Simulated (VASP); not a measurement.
# Te: single point with r2SCAN

Crystal: Te.

```
Te
1.0
     4.06065    0.00000    0.00000
    -2.03032    3.51662    0.00000
     0.00000    0.00000    4.38757
Te
2
Direct
  0.33333 0.66667 0.25000
  0.66667 0.33333 0.75000
```

```yaml
Program: VASP 6.6.1
Task: single point
Functional: r2SCAN
Potentials_or_basis: VASP PAW PBE potentials, release 64 (Te)
Cutoff: 520 eV
k_mesh: 10 × 10 × 8
Occupations: fermi-dirac, width 0.1 eV
Spin: no spin polarisation
Dipole_correction: no
Further_INCAR_settings: ALGO = Normal; EDIFF = 1e-06; NBANDS = 13
```

The pressure is -0.1 GPa and the band gap on the k mesh is zero (band 6 reaches 7.58 eV, above the bottom of band 7 at 5.65 eV).

Stress tensor (GPa, compression positive):
```
 0.00  0.00  0.00
 0.00  0.00  0.00
 0.00  0.00 -0.41
```

Levels at points of the mesh, in eV from the Fermi level:
| k point | band 2 | band 3 | band 4 | band 5 | band 6 | band 7 | band 8 | band 9 | band 10 | band 11 |
| --- | --- | --- | --- | --- | --- | --- | --- | --- | --- | --- |
| (0.00, 0.00, 0.00) | -8.82 | -4.76 | -2.06 | -2.06 | 0.88 | 0.88 | 3.51 | 3.62 | 6.52 | 8.42 |
| (0.50, 0.00, 0.00) | -10.93 | -3.74 | -3.55 | -2.78 | -0.81 | -0.70 | 2.16 | 3.43 | 7.96 | 7.98 |
| (0.00, 0.00, 0.50) | -12.43 | -0.56 | -0.56 | -0.56 | -0.56 | -0.56 | -0.56 | 6.84 | 6.84 | 6.84 |
| (0.50, 0.00, 0.50) | -11.36 | -5.72 | -5.72 | -1.54 | -1.54 | 1.16 | 1.16 | 7.77 | 7.77 | 11.45 |

It used 150 s of CPU time on 1 thread of AMD EPYC 7R13 Processor (Zen 3) (shared host).

Caveat: the PAW data sets were made with another functional, which shifts forces and pressure a little; spin-orbit coupling is left out, which moves the levels of the heavy elements.
